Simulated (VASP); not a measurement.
# Ga2N (F-43m) in VASP: further runs

Ga2N is run at these levels: PBE; tasks: single point, relaxation of cell and atoms.

Program: VASP 6.6.1. These are calculated values, not measurements. Logs are shortened: lines on timing, memory, paths and dates and some standing lists are left out, and cuts for length are marked.

### Step 1. The cell of the first run

The structure is cubic, space group F-43m (No. 216). Conventional cell: a = 5.761 Å, b = 5.761 Å, c = 5.761 Å, α = 90.00°, β = 90.00°, γ = 90.00°. Ga (site symmetry -43m) has 4 Ga at 2.49 Å and 6 N at 2.88 Å within 3.3 Å. Ga (site symmetry -43m) has 4 Ga at 2.49 Å and 4 N at 2.49 Å within 3.3 Å. N (site symmetry -43m) has 10 Ga at 2.49 to 2.88 Å within 3.3 Å.

### Step 2. Single point, PBE

File INCAR:

```
ALGO     = Normal         # electronic algorithm
EDIFF    = 1E-6           # SCF threshold, eV
ENCUT    = 520            # plane-wave cutoff, eV
GGA      = PE             # functional
ISIF     = 2              # what is computed and relaxed
ISMEAR   = 0              # smearing method
LASPH    = True           # aspherical terms in the spheres
LCHARG   = True           # write CHGCAR
LELF     = True           # ELF
LREAL    = False          # projectors in reciprocal space
LVHAR    = True         
LWAVE    = False          # write WAVECAR
NBANDS   = 22             # bands
NELM     = 80             # most SCF steps
PREC     = Accurate       # precision mode
SIGMA    = 0.1            # smearing width, eV
```

File KPOINTS:

```
k-points
0
Gamma
  14 14 14
```

File POSCAR:

```
Ga2N
1.0
    0.0000000000      2.8803517733      2.8803517733
    2.8803517733      0.0000000000      2.8803517733
    2.8803517733      2.8803517733      0.0000000000
Ga N
2 1
Direct
    0.5000000000      0.5000000000      0.5000000000
    0.2500000000      0.2500000000      0.2500000000
    0.0000000000      0.0000000000      0.0000000000
```

Potentials or basis: VASP PAW PBE potentials, release 64 (Ga_d, N).

Run with:

```console
cat potpaw_PBE.64/Ga_d/POTCAR potpaw_PBE.64/N/POTCAR > POTCAR
mpirun -np 1 vasp_std > vasp.out
```

OUTCAR:

```text
EDIFF = 1E-6
   ENCUT = 520
   GGA = PE
   ISIF = 2
   ISMEAR = 0
   LASPH = True
   LREAL = False
   NELM = 80
   PREC = Accurate

 ion  position               nearest neighbor table
   1  0.500  0.500  0.500-   2 2.49   2 2.49   2 2.49   2 2.49
   2  0.250  0.250  0.250-   1 2.49   1 2.49   1 2.49   1 2.49
   3  0.000  0.000  0.000-

  LATTYP: Found a face centered cubic cell.
 ALAT       =     5.7607035466

  Lattice vectors:

 A1 = (   0.0000000000,   2.8803517733,   2.8803517733)
 A2 = (   2.8803517733,   0.0000000000,   2.8803517733)
 A3 = (   2.8803517733,   2.8803517733,   0.0000000000)

Analysis of symmetry for initial positions (statically):
=====================================================================
 Subroutine PRICEL returns:
 Original cell was already a primitive cell.

 Routine SETGRP: Setting up the symmetry group for a
 face centered cubic supercell.

 Subroutine GETGRP returns: Found 24 space group operations
 (whereof 24 operations were pure point group operations)
 out of a pool of 48 trial point group operations.

The static configuration has the point symmetry T_d .

Analysis of symmetry for dynamics (positions and initial velocities):
=====================================================================
 Subroutine PRICEL returns:
 Original cell was already a primitive cell.

 Routine SETGRP: Setting up the symmetry group for a
 face centered cubic supercell.

 Subroutine GETGRP returns: Found 24 space group operations
 (whereof 24 operations were pure point group operations)
 out of a pool of 48 trial point group operations.

The dynamic configuration has the point symmetry T_d .

 Subroutine INISYM returns: Found 24 space group operations
 (whereof 24 operations are pure point group operations),
 and found     1 'primitive' translations

----------------------------------------------------------------------------------------

                                     Primitive cell

  volume of cell :      47.7933

  direct lattice vectors                    reciprocal lattice vectors
     0.000000000  2.880351773  2.880351773    -0.173589908  0.173589908  0.173589908
     2.880351773  0.000000000  2.880351773     0.173589908 -0.173589908  0.173589908
     2.880351773  2.880351773  0.000000000     0.173589908  0.173589908 -0.173589908

[... 75 lines left out ...]
 SYSTEM =  unknown system
   PREC   = accura    normal or accurate (medium, high low for compatibility)
   ISTART =      0    job   : 0-new  1-cont  2-samecut
   ICHARG =      2    charge: 1-file 2-atom 10-const
   ISPIN  =      1    spin polarized calculation?
   LNONCOLLINEAR =      F non collinear calculations
   LSORBIT =      F    spin-orbit coupling
   LASPH  =      T    aspherical Exc in radial PAW
   ENCUT  =  520.0 eV  38.22 Ry    6.18 a.u.   7.57  7.57  7.57*2*pi/ulx,y,z
   NELM   =     80;   NELMIN=  2; NELMDL= -5     # of ELM steps
   EDIFF  = 0.1E-05   stopping-criterion for ELM
   LREAL  =      F    real-space projection
   EDIFFG = 0.1E-04   stopping-criterion for IOM
   NSW    =      0    number of steps for IOM
   IBRION =     -1    ionic relax: 0-MD 1-quasi-New 2-CG
   NFREE  =      0    steps in history (QN), initial steepest desc. (CG)
   ISIF   =      2    stress and relaxation
   ISYM   =      2    0-nonsym 1-usesym 2-fastsym
   POTIM  = 0.5000    time-step for ionic-motion
   TEBEG  =    0.0;   TEEND  =   0.0 temperature during run
   PSTRESS=    0.0 pullay stress
   NELECT =      31.0000    total number of electrons
   NUPDOWN=      -1.0000    fix difference up-down
   EMIN   =  10.00;   EMAX   =-10.00  energy-range for DOS
   EFERMI =   0.00;   METHOD = LEGACY
   ISMEAR =     0;   SIGMA  =   0.10  broadening in eV -4-tet -1-fermi 0-gaus
   EFERMI_NEDOS =   21; number of points for ismear=-14 and -15
   IALGO  =     38    algorithm
   IMIX   =      4    mixing-type and parameters
     AMIX     =   0.40;   BMIX     =  1.00
     AMIX_MAG =   1.60;   BMIX_MAG =  1.00
  volume/ion in A,a.u.               =      15.93       107.51
  Fermi-wavevector in a.u.,A,eV,Ry     =   1.417120  2.677968 27.323604  2.008228
  Thomas-Fermi vector in A             =   2.538383
   LORBIT       =      0    0 simple, 1 ext, 2 COOP (PROOUT), +10 PAW based schemes
   GGA     = PE    functional components
   LHFCALC =     F    Hartree Fock is set to
   AEXX    =    0.0000 exact exchange contribution
   IVDW    =     0    specifies the selected vdW correction
   LEPSILON=     F    determine dielectric tensor
   LRPA    =     F    only Hartree local field effects (RPA)
 non-spin polarized calculation
 Gauss-broadening in eV      SIGMA  =   0.10
  energy-cutoff  :      520.00
  volume of cell :       47.79
 maximum number of plane-waves:      1308
   NGX = 15   NGY = 15   NGZ = 15

 number of electron      30.9999985 magnetization

 Free energy of the ion-electron system (eV)
  ---------------------------------------------------
  ext. energy  EPLUGINS =         0.00000000
  ---------------------------------------------------
  free energy    TOTEN  =       -11.03555778 eV

  energy without entropy =      -11.02820010  energy(sigma->0) =      -11.03187894

 E-fermi :   4.5842     XC(G=0): -10.7264

 val. band max:        4.5738035574   @ k =   0.3571   0.0714   0.0000
 cond. band min:       4.5928542336   @ k =   0.3571   0.2143   0.0000
 fundamental gap:      0.0190506762
 Fermi energy:         4.5842467346

 k-point     1 :       0.0000    0.0000    0.0000
  band No.  band energies     occupation
      1     -10.6032      2.00000
      2     -10.6032      2.00000
      3     -10.6032      2.00000
      4     -10.5480      2.00000
      5     -10.5480      2.00000
      6     -10.1975      2.00000
[... 589 lines left out ...]
     21      12.4622      0.00000
     22      13.4876      0.00000

 [... further k-points ...]
[... 5 lines left out ...]
  --------------------------------------------------------------------------------------
  -------------------------------------------------------------------------------------
  Total        0.0545811      0.0545811      0.0545811      0.0000000      0.0000000      0.0000000
  in kB        1.8297265      1.8297265      1.8297265      0.0000000      0.0000000      0.0000000
  external PRESSURE =       1.8297265 kB  Pullay stress =       0.0000000 kB

 VOLUME and BASIS-vectors are now :
 -----------------------------------------------------------------------------
  energy-cutoff  :      520.00
  volume of cell :       47.79
      direct lattice vectors                 reciprocal lattice vectors
     0.000000000  2.880351773  2.880351773    -0.173589908  0.173589908  0.173589908
     2.880351773  0.000000000  2.880351773     0.173589908 -0.173589908  0.173589908
     2.880351773  2.880351773  0.000000000     0.173589908  0.173589908 -0.173589908

 POSITION                                       TOTAL-FORCE (eV/Angst)
 -----------------------------------------------------------------------------------
      2.88035      2.88035      2.88035        -0.000000     -0.000000     -0.000000
      1.44018      1.44018      1.44018         0.000000      0.000000      0.000000
      0.00000      0.00000      0.00000        -0.000000     -0.000000     -0.000000
 -----------------------------------------------------------------------------------
    total drift:                               -0.000000     -0.000000     -0.000000

  FREE ENERGIE OF THE ION-ELECTRON SYSTEM (eV)
  ---------------------------------------------------
  free  energy   TOTEN  =       -11.0355577837 eV

  energy  without entropy=      -11.0282000964  energy(sigma->0) =      -11.03187894
```

OSZICAR:

```text
N       E                     dE             d eps       ncg     rms          rms(c)
DAV:   1     0.189277215188E+03    0.18928E+03   -0.15036E+04  4756   0.248E+03
DAV:   2     0.101215956753E+02   -0.17916E+03   -0.16969E+03  4884   0.449E+02
DAV:   3    -0.114549856636E+02   -0.21577E+02   -0.20434E+02  5454   0.117E+02
DAV:   4    -0.121916740957E+02   -0.73669E+00   -0.73208E+00  5174   0.231E+01
DAV:   5    -0.122079198888E+02   -0.16246E-01   -0.16239E-01  5332   0.316E+00    0.642E+00
DAV:   6    -0.117570173434E+02    0.45090E+00   -0.84927E+00  7764   0.321E+01    0.614E+00
DAV:   7    -0.110297139147E+02    0.72730E+00   -0.12709E+00  6040   0.959E+00    0.142E+00
DAV:   8    -0.110430938348E+02   -0.13380E-01   -0.36903E-01  4822   0.484E+00    0.741E-01
DAV:   9    -0.110355064131E+02    0.75874E-02   -0.16000E-02  5792   0.230E+00    0.327E-01
DAV:  10    -0.110355117990E+02   -0.53859E-05   -0.55231E-03  4720   0.633E-01    0.682E-02
DAV:  11    -0.110355456890E+02   -0.33890E-04   -0.33290E-04  5676   0.546E-01    0.136E-02
DAV:  12    -0.110355542468E+02   -0.85579E-05   -0.64163E-05  5580   0.824E-02    0.116E-02
DAV:  13    -0.110355585668E+02   -0.43200E-05   -0.89019E-06  4664   0.367E-02    0.862E-03
DAV:  14    -0.110355577837E+02    0.78309E-06   -0.15505E-06  4416   0.265E-02
   1 F= -.11035558E+02 E0= -.11031879E+02  d E =-.735769E-02
```

stdout:

```text
POSCAR found type information on POSCAR GaN
 POSCAR found :  2 types and       3 ions
 scaLAPACK will be used
 LDA part: xc-table for (Slater+PW92), standard interpolation
 POSCAR, INCAR and KPOINTS ok, starting setup
 FFT: planning ... GRIDC
 FFT: planning ... GRID_SOFT
 FFT: planning ... GRID
 WAVECAR not read
 entering main loop
```

Run time: 49 s. Hardware: 1 thread of Intel Xeon 6975P-C (Granite Rapids), shared host; peak memory 0.23 GiB.

Results:

```yaml
Free_energy: -11.0356 eV
Pressure: 0.2 GPa
```

Levels at points of the mesh, in eV from the Fermi level:
```
           k point  band 13  band 14  band 15  band 16  band 17  band 18
(0.00, 0.00, 0.00)    -1.82    -1.82    -1.82     2.44     2.44     2.44
(0.50, 0.00, 0.00)    -3.37    -2.18    -2.18     0.23     1.31     1.31
(0.50, 0.50, 0.00)    -5.38    -3.69    -3.69     0.43     3.20     3.20
```

### Step 3. Relaxation of cell and atoms, PBE

File INCAR:

```
SYSTEM = Ga2N
  PREC = Accurate
  ENCUT = 600
  EDIFF = 1E-6
  ISMEAR = 0
  SIGMA = 0.1
  LREAL = .FALSE.
  LASPH = .TRUE.
  NELM = 80
  ALGO = Normal
  ISIF = 3
  LWAVE = .FALSE.
  LCHARG = .FALSE.
  GGA = PE
  IBRION = 2
  NSW = 100
  EDIFFG = -0.01
```

File KPOINTS:

```
Automatic mesh
0
G
  14 14 14
  0 0 0
```

File POSCAR:

```
Ga2N
1.0
    0.0000000000      2.8792501963      2.8792501963
    2.8792501963      0.0000000000      2.8792501963
    2.8792501963      2.8792501963      0.0000000000
Ga N
2 1
Direct
    0.5000000000      0.5000000000      0.5000000000
    0.2500000000      0.2500000000      0.2500000000
    0.0000000000      0.0000000000      0.0000000000
```

Potentials or basis: VASP PAW PBE potentials, release 64 (Ga_d, N).

Run with:

```console
cat potpaw_PBE.64/Ga_d/POTCAR potpaw_PBE.64/N/POTCAR > POTCAR
mpirun -np 1 vasp_std > vasp.out
```

It took 78 s on 1 thread of Intel Xeon 6975P-C (Granite Rapids), shared host; peak memory 0.28 GiB.

It converged, with:

```yaml
Free_energy: -11.0366 eV
Relaxed_volume: 15.94 Å³/atom
Relaxed_cell: a = 4.074 Å, b = 4.074 Å, c = 4.074 Å, α = 60.00°, β = 60.00°, γ = 60.00°
Space_group_after_relaxing_to_0.05_Å: F-43m (No. 216)
Energy_gained_by_relaxing: 0.0 meV/atom
Ionic_steps: 2
Pressure_after_relaxing: 0.0 GPa
```

Final structure:
```cif
data_structure
_symmetry_space_group_name_H-M 'P 1'
_symmetry_Int_Tables_number 1
_cell_length_a 4.0744
_cell_length_b 4.0744
_cell_length_c 4.0744
_cell_angle_alpha 60.000
_cell_angle_beta 60.000
_cell_angle_gamma 60.000
_cell_volume 47.83
loop_
_atom_site_label
_atom_site_type_symbol
_atom_site_fract_x
_atom_site_fract_y
_atom_site_fract_z
_atom_site_occupancy
Ga1 Ga 0.50000 0.50000 0.50000 1
Ga2 Ga 0.25000 0.25000 0.25000 1
N1 N 0.00000 0.00000 0.00000 1
```

Levels at points of the mesh, in eV from the Fermi level:
| k point | band 12 | band 13 | band 14 | band 15 | band 16 | band 17 | band 18 | band 19 |
| --- | --- | --- | --- | --- | --- | --- | --- | --- |
| (0.00, 0.00, 0.00) | -7.02 | -1.82 | -1.82 | -1.82 | 2.44 | 2.44 | 2.44 | 3.89 |
| (0.50, 0.00, 0.00) | -8.31 | -3.37 | -2.18 | -2.18 | 0.23 | 1.31 | 1.31 | 4.91 |
| (0.50, 0.50, 0.00) | -7.07 | -5.37 | -3.69 | -3.69 | 0.43 | 3.20 | 3.20 | 3.91 |
